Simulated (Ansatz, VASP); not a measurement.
## Two plane-wave programs on BN

INCAR

```
PREC = Accurate
ENCUT = 520
EDIFF = 1E-6
ISMEAR = 0
SIGMA = 0.05
LREAL = F
LASPH = T
NELM = 80
ALGO = Normal
ISIF = 2
LWAVE = F
LCHARG = F
GGA = PE
NBANDS = 16
```

KPOINTS

```
Automatic mesh
0
Gamma
  12 12 4
```

POSCAR

```
BN
1.0
    2.8795904600      0.0000000000      0.0000000000
   -1.4397952300      2.4937984908      0.0000000000
    0.0000000000      0.0000000000      6.6612000000
B N
2 2
Direct
    0.3333333333      0.6666666667      0.2500000000
    0.6666666667      0.3333333333      0.7500000000
    0.3333333333      0.6666666667      0.7500000000
    0.6666666667      0.3333333333      0.2500000000
```

Input for Ansatz:

```yaml
crystal:
  lattice:
    - [2.87959046, 0.0, 0.0]
    - [-1.43979523, 2.4937984908, 0.0]
    - [0.0, 0.0, 6.6612]
  atoms:
    - { symbol: B, position: [0.3333333333, 0.6666666667, 0.25] }
    - { symbol: B, position: [0.6666666667, 0.3333333333, 0.75] }
    - { symbol: "N", position: [0.3333333333, 0.6666666667, 0.75] }
    - { symbol: "N", position: [0.6666666667, 0.3333333333, 0.25] }
basis:
  ecutwfc: 420
kpoints:
  mp_grid: { grid: [12, 12, 4] }
hamiltonian:
  xc: pbe
scf:
  occupations: { method: gaussian, width: 0.05 }
output:
  forces: true
  stress: true
  eigenvalues: true
```

Change from the starting cell: strain +0.1500 x Voigt [1, 1, 0, 0, 0, 0], atoms carried along.

Alike in both runs: task single point; functional PBE; k mesh 12 × 12 × 4; occupations gaussian, width 0.05 eV; no spin polarisation.

|  | VASP | Ansatz |
| --- | --- | --- |
| version | VASP 6.6.1 | Ansatz 0.2.0 |
| potentials or method | VASP PAW PBE potentials, release 64 (B, N), cutoff 520 eV | scalar-relativistic, plane waves, PAW |
| valence electrons in the cell | 16 | 16 |

|  | VASP | Ansatz | Ansatz less VASP |
| --- | --- | --- | --- |
| gap on the k mesh at the Fermi level (eV) | 3.44 | 3.45 | +0.004 |
| least direct gap on the mesh (eV) | 3.56 | 3.57 | +0.003 |
| pressure (GPa) | -51.2 | -51.1 | +0.10 |
| traceless stress, the component that is largest in VASP (GPa) | 52.31 | 52.32 | +0.007 |

Both programs put the cell under strong tension, so it lies far from rest at this level. The functional is the same, so the differences come from potentials, cutoffs and numerics.

Noted on VASP's run: the cell as given lies far from equilibrium.
